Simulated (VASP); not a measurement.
Here is a VASP 6.6.1 calculation.

File INCAR:

```
ALGO = Normal
DIPOL = 0.5 0.5 0.292
EDIFF = 1E-7
ENCUT = 520
GGA = PE
IDIPOL = 3
ISIF = 2
ISMEAR = 0
LASPH = True
LCHARG = False
LDIPOL = True
LREAL = False
LWAVE = False
NBANDS = 23
NELM = 100
PREC = Accurate
SIGMA = 0.1
```

Contents of KPOINTS:

```
k-points
0
Gamma
  14 14 1
```

The input POSCAR:

```
ZrSnSe
1.0
    3.3454249168      0.0000000000      0.0000000000
    0.0000000000      3.3454249168      0.0000000000
    0.0000000000      0.0000000000     30.6878519200
Zr Sn Se
1 1 1
Direct
    0.0000000000      0.0000000000      0.2806736907
    0.5000000000      0.5000000000      0.3578411729
    0.5000000000      0.5000000000      0.2375972907
```

Potentials or basis: VASP PAW PBE potentials, release 64 (Zr_sv, Sn_d, Se).

Run with:

```sh
$ cat potpaw_PBE.64/Zr_sv/POTCAR potpaw_PBE.64/Sn_d/POTCAR potpaw_PBE.64/Se/POTCAR > POTCAR
$ mpirun -np 1 vasp_std > vasp.out
```

(1) Estimate the largest force.

(2) Estimate the band gap on the k mesh.

Results:

(1) 0.019 eV/Å.

(2) zero (band 16 reaches -1.99 eV, above the bottom of band 17 at -2.71 eV).

Caveat: spin-orbit coupling is left out, which moves the levels of the heavy elements.
